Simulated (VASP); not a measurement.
# BiAs (rocksalt type) (Fm-3m) in VASP: single point with PBE

Aim: the single point of BiAs (rocksalt type) with PBE.

All numbers are computed with VASP 6.6.1; they aren't measurements. Logs are shortened: lines on timing, memory, paths and dates and some standing lists are left out, and cuts for length are marked.

### Step 1. The cell of the first run

It takes space group Fm-3m (No. 225, cubic). Conventional cell: a = 6.151 Å, b = 6.151 Å, c = 6.151 Å, α = 90.00°, β = 90.00°, γ = 90.00°. Within 4.0 Å of As (site symmetry m-3m) lie 6 Bi at 3.08 Å. Bi (site symmetry m-3m) has 6 As at 3.08 Å within 4.0 Å.

### Step 2. Single point, PBE (29.10 Å³/atom)

File INCAR:

```
  PREC = Accurate
  ENCUT = 520
  EDIFF = 1E-7
  ISMEAR = -1
  SIGMA = 0.03
  LREAL = False
  LASPH = True
  NELM = 80
  ALGO = Normal
  ISIF = 2
  LWAVE = False
  LCHARG = False
  GGA = PE
  NBANDS = 17
```

File KPOINTS:

```
regular mesh
0
Gamma
  11 11 11
```

File POSCAR:

```
BiAs
1.0
    0.0000000000      3.0756766768      3.0756766768
    3.0756766768      0.0000000000      3.0756766768
    3.0756766768      3.0756766768      0.0000000000
As Bi
1 1
Direct
    0.0000000000      0.0000000000      0.0000000000
    0.5000000000      0.5000000000      0.5000000000
```

Potentials or basis: VASP PAW PBE potentials, release 64 (As, Bi_d).

Started as:

```sh
> cat potpaw_PBE.64/As/POTCAR potpaw_PBE.64/Bi_d/POTCAR > POTCAR
> mpirun -np 1 vasp_std > vasp.out
```

OUTCAR:

```text
PREC = Accurate
   ENCUT = 520
   EDIFF = 1E-7
   ISMEAR = -1
   LREAL = False
   LASPH = True
   NELM = 80
   ISIF = 2
   GGA = PE

 ion  position               nearest neighbor table
   1  0.000  0.000  0.000-   2 3.08   2 3.08   2 3.08   2 3.08   2 3.08   2 3.08
   2  0.500  0.500  0.500-   1 3.08   1 3.08   1 3.08   1 3.08   1 3.08   1 3.08

  LATTYP: Found a face centered cubic cell.
 ALAT       =     6.1513533536

  Lattice vectors:

 A1 = (   0.0000000000,   3.0756766768,   3.0756766768)
 A2 = (   3.0756766768,   0.0000000000,   3.0756766768)
 A3 = (   3.0756766768,   3.0756766768,   0.0000000000)

Analysis of symmetry for initial positions (statically):
=====================================================================
 Subroutine PRICEL returns:
 Original cell was already a primitive cell.

 Routine SETGRP: Setting up the symmetry group for a
 face centered cubic supercell.

 Subroutine GETGRP returns: Found 48 space group operations
 (whereof 48 operations were pure point group operations)
 out of a pool of 48 trial point group operations.

The static configuration has the point symmetry O_h .

Analysis of symmetry for dynamics (positions and initial velocities):
=====================================================================
 Subroutine PRICEL returns:
 Original cell was already a primitive cell.

 Routine SETGRP: Setting up the symmetry group for a
 face centered cubic supercell.

 Subroutine GETGRP returns: Found 48 space group operations
 (whereof 48 operations were pure point group operations)
 out of a pool of 48 trial point group operations.

The dynamic configuration has the point symmetry O_h .

 Subroutine INISYM returns: Found 48 space group operations
 (whereof 48 operations are pure point group operations),
 and found     1 'primitive' translations

----------------------------------------------------------------------------------------

                                     Primitive cell

  volume of cell :      58.1905

  direct lattice vectors                    reciprocal lattice vectors
     0.000000000  3.075676677  3.075676677    -0.162565852  0.162565852  0.162565852
     3.075676677  0.000000000  3.075676677     0.162565852 -0.162565852  0.162565852
     3.075676677  3.075676677  0.000000000     0.162565852  0.162565852 -0.162565852

  length of vectors
     4.349663670  4.349663670  4.349663670     0.281572316  0.281572316  0.281572316

  position of ions in fractional coordinates (direct lattice)
     0.000000000  0.000000000  0.000000000
     0.500000000  0.500000000  0.500000000

  ion indices of the primitive-cell ions
   primitive index   ion index
                 1           1
                 2           2

----------------------------------------------------------------------------------------

 KPOINTS: regular mesh

Automatic generation of k-mesh.
 Grid dimensions read from file:
 generate k-points for:   11   11   11

 Generating k-lattice:

  Cartesian coordinates                     Fractional coordinates (reciprocal lattice)
    -0.014778714  0.014778714  0.014778714     0.090909091  0.000000000  0.000000000
     0.014778714 -0.014778714  0.014778714     0.000000000  0.090909091  0.000000000
     0.014778714  0.014778714 -0.014778714     0.000000000  0.000000000  0.090909091

  Length of vectors
     0.025597483  0.025597483  0.025597483

  Shift w.r.t. Gamma in fractional coordinates (k-lattice)
     0.000000000  0.000000000  0.000000000

 Subroutine IBZKPT returns following result:
 ===========================================

 Found     56 irreducible k-points:

 Following reciprocal coordinates:
            Coordinates               Weight
  0.000000  0.000000  0.000000      1.000000
  0.090909  0.000000  0.000000      8.000000
  0.181818  0.000000  0.000000      8.000000
  0.272727  0.000000  0.000000      8.000000
  0.363636  0.000000  0.000000      8.000000
  0.454545  0.000000  0.000000      8.000000
[... 16 lines left out ...]
 -0.272727  0.181818  0.000000     24.000000
 -0.181818  0.181818  0.000000     12.000000
 [... further k-points ...]
   k-points           NKPTS =     56   k-points in BZ     NKDIM =     56   number of bands    NBANDS=     17
   number of dos      NEDOS =    301   number of ions     NIONS =      2
   total plane-waves  NPLWV =  32768
   dimension x,y,z NGX =    32 NGY =   32 NGZ =   32
   dimension x,y,z NGXF=    64 NGYF=   64 NGZF=   64
   ions per type =               1   1
   NGX,Y,Z   is equivalent  to a cutoff of  12.23, 12.23, 12.23 a.u.
   NGXF,Y,Z  is equivalent  to a cutoff of  24.46, 24.46, 24.46 a.u.
 SYSTEM =  unknown system
   PREC   = accura    normal or accurate (medium, high low for compatibility)
   ISTART =      0    job   : 0-new  1-cont  2-samecut
   ICHARG =      2    charge: 1-file 2-atom 10-const
   ISPIN  =      1    spin polarized calculation?
   LNONCOLLINEAR =      F non collinear calculations
   LSORBIT =      F    spin-orbit coupling
   LASPH  =      T    aspherical Exc in radial PAW
   ENCUT  =  520.0 eV  38.22 Ry    6.18 a.u.   8.09  8.09  8.09*2*pi/ulx,y,z
   NELM   =     80;   NELMIN=  2; NELMDL= -5     # of ELM steps
   EDIFF  = 0.1E-06   stopping-criterion for ELM
   LREAL  =      F    real-space projection
   EDIFFG = 0.1E-05   stopping-criterion for IOM
   NSW    =      0    number of steps for IOM
   IBRION =     -1    ionic relax: 0-MD 1-quasi-New 2-CG
   NFREE  =      0    steps in history (QN), initial steepest desc. (CG)
   ISIF   =      2    stress and relaxation
   ISYM   =      2    0-nonsym 1-usesym 2-fastsym
   POTIM  = 0.5000    time-step for ionic-motion
   TEBEG  =    0.0;   TEEND  =   0.0 temperature during run
   PSTRESS=    0.0 pullay stress
   NELECT =      20.0000    total number of electrons
   NUPDOWN=      -1.0000    fix difference up-down
   EMIN   =  10.00;   EMAX   =-10.00  energy-range for DOS
   EFERMI =   0.00;   METHOD = LEGACY
   ISMEAR =    -1;   SIGMA  =   0.03  broadening in eV -4-tet -1-fermi 0-gaus
   EFERMI_NEDOS =   21; number of points for ismear=-14 and -15
   IALGO  =     38    algorithm
   IMIX   =      4    mixing-type and parameters
     AMIX     =   0.40;   BMIX     =  1.00
     AMIX_MAG =   1.60;   BMIX_MAG =  1.00
  volume/ion in A,a.u.               =      29.10       196.34
  Fermi-wavevector in a.u.,A,eV,Ry     =   1.146747  2.167037 17.892041  1.315028
  Thomas-Fermi vector in A             =   2.283430
   LORBIT       =      0    0 simple, 1 ext, 2 COOP (PROOUT), +10 PAW based schemes
   GGA     = PE    functional components
   LHFCALC =     F    Hartree Fock is set to
   AEXX    =    0.0000 exact exchange contribution
   IVDW    =     0    specifies the selected vdW correction
   LEPSILON=     F    determine dielectric tensor
   LRPA    =     F    only Hartree local field effects (RPA)
 non-spin polarized calculation
  energy-cutoff  :      520.00
  volume of cell :       58.19
 maximum number of plane-waves:      1584
   NGX = 17   NGY = 17   NGZ = 17

 number of electron      19.9999995 magnetization

 Free energy of the ion-electron system (eV)
  ---------------------------------------------------
  ext. energy  EPLUGINS =         0.00000000
  ---------------------------------------------------
  free energy    TOTEN  =        -8.49120926 eV

  energy without entropy =       -8.49083278  energy(sigma->0) =       -8.49102102

 E-fermi :   5.5121     XC(G=0):  -9.6546

 val. band max:        5.4469891133   @ k =  -0.1818   0.1818   0.0000
 cond. band min:       5.5633395040   @ k =   0.4545   0.0000   0.0000
 fundamental gap:      0.1163503907
 Fermi energy:         5.5120504270

 k-point     1 :       0.0000    0.0000    0.0000
  band No.  band energies     occupation
      1     -17.5162      2.00000
      2     -17.5162      2.00000
      3     -17.5162      2.00000
      4     -17.5124      2.00000
      5     -17.5124      2.00000
      6      -7.6931      2.00000
[... 9 lines left out ...]
     16      11.3379      0.00000
     17      12.9841      0.00000

 k-point     2 :       0.0909    0.0000    0.0000
  band No.  band energies     occupation
      1     -17.5160      2.00000
      2     -17.5156      2.00000
      3     -17.5156      2.00000
      4     -17.5126      2.00000
      5     -17.5126      2.00000
      6      -7.6085      2.00000
[... 9 lines left out ...]
     16      11.5096      0.00000
     17      13.5680      0.00000

 k-point     3 :       0.1818    0.0000    0.0000
  band No.  band energies     occupation
      1     -17.5159      2.00000
      2     -17.5159      2.00000
      3     -17.5153      2.00000
      4     -17.5111      2.00000
      5     -17.5111      2.00000
      6      -7.3564      2.00000
[... 9 lines left out ...]
     16      11.9981      0.00000
     17      14.8463      0.00000

 k-point     4 :       0.2727    0.0000    0.0000
  band No.  band energies     occupation
      1     -17.5176      2.00000
      2     -17.5176      2.00000
      3     -17.5145      2.00000
      4     -17.5077      2.00000
      5     -17.5077      2.00000
      6      -6.9426      2.00000
[... 9 lines left out ...]
     16      12.7704      0.00000
     17      16.2171      0.00000

 k-point     5 :       0.3636    0.0000    0.0000
  band No.  band energies     occupation
      1     -17.5193      2.00000
      2     -17.5193      2.00000
      3     -17.5137      2.00000
      4     -17.5044      2.00000
      5     -17.5044      2.00000
      6      -6.3806      2.00000
[... 9 lines left out ...]
     16      13.7870      0.00000
     17      16.4611      0.00000

 k-point     6 :       0.4545    0.0000    0.0000
  band No.  band energies     occupation
      1     -17.5204      2.00000
      2     -17.5204      2.00000
      3     -17.5133      2.00000
      4     -17.5023      2.00000
      5     -17.5023      2.00000
      6      -5.7171      2.00000
[... 9 lines left out ...]
     16      14.9271      0.00000
     17      15.2856      0.00000
[... 281 lines left out ...]
 k-point    21 :      -0.4545    0.1818    0.0000
  band No.  band energies     occupation
      1     -17.5228      2.00000
      2     -17.5161      2.00000
      3     -17.5116      2.00000
      4     -17.5050      2.00000
      5     -17.5018      2.00000
      6      -5.3883      2.00000
[... 9 lines left out ...]
     16      14.9068      0.00000
     17      16.4213      0.00000

 k-point    22 :      -0.3636    0.1818    0.0000
  band No.  band energies     occupation
      1     -17.5215      2.00000
      2     -17.5168      2.00000
      3     -17.5110      2.00000
      4     -17.5047      2.00000
      5     -17.5041      2.00000
      6      -5.7142      2.00000
[... 9 lines left out ...]
     16      13.7549      0.00000
     17      16.4599      0.00000

 k-point    23 :      -0.2727    0.1818    0.0000
  band No.  band energies     occupation
      1     -17.5194      2.00000
      2     -17.5167      2.00000
      3     -17.5123      2.00000
      4     -17.5075      2.00000
      5     -17.5045      2.00000
      6      -6.3187      2.00000
[... 9 lines left out ...]
     16      14.9048      0.00000
     17      15.5549      0.00000

 k-point    24 :      -0.1818    0.1818    0.0000
  band No.  band energies     occupation
      1     -17.5173      2.00000
      2     -17.5161      2.00000
      3     -17.5141      2.00000
      4     -17.5107      2.00000
      5     -17.5056      2.00000
      6      -6.8135      2.00000
[... 9 lines left out ...]
     16      14.1941      0.00000
     17      14.5346      0.00000

 [... further k-points ...]
[... 5 lines left out ...]
  --------------------------------------------------------------------------------------
  -------------------------------------------------------------------------------------
  Total       -1.1670106     -1.1670106     -1.1670106     -0.0000000      0.0000000     -0.0000000
  in kB      -32.1316740    -32.1316740    -32.1316740     -0.0000000      0.0000000     -0.0000000
  external PRESSURE =     -32.1316740 kB  Pullay stress =       0.0000000 kB

 VOLUME and BASIS-vectors are now :
 -----------------------------------------------------------------------------
  energy-cutoff  :      520.00
  volume of cell :       58.19
      direct lattice vectors                 reciprocal lattice vectors
     0.000000000  3.075676677  3.075676677    -0.162565852  0.162565852  0.162565852
     3.075676677  0.000000000  3.075676677     0.162565852 -0.162565852  0.162565852
     3.075676677  3.075676677  0.000000000     0.162565852  0.162565852 -0.162565852

 POSITION                                       TOTAL-FORCE (eV/Angst)
 -----------------------------------------------------------------------------------
      0.00000      0.00000      0.00000         0.000000      0.000000     -0.000000
      3.07568      3.07568      3.07568        -0.000000     -0.000000      0.000000
 -----------------------------------------------------------------------------------
    total drift:                               -0.000000     -0.000000      0.000000

  FREE ENERGIE OF THE ION-ELECTRON SYSTEM (eV)
  ---------------------------------------------------
  free  energy   TOTEN  =        -8.4912092575 eV

  energy  without entropy=       -8.4908327804  energy(sigma->0) =       -8.49102102
```

It took 47 s on 1 thread of Intel Xeon 8259CL, shared host; peak memory 0.21 GiB.

Results:

```yaml
Free_energy: -8.4912 eV
Pressure: -3.2 GPa
Band_gap_on_the_k_mesh: 0.12 eV (least direct gap 0.39 eV)
```

Caveat: the cell stands under tension; spin-orbit coupling is left out, which moves the levels of the heavy elements; an odd mesh through Γ misses points on the zone boundary, where band edges can lie.
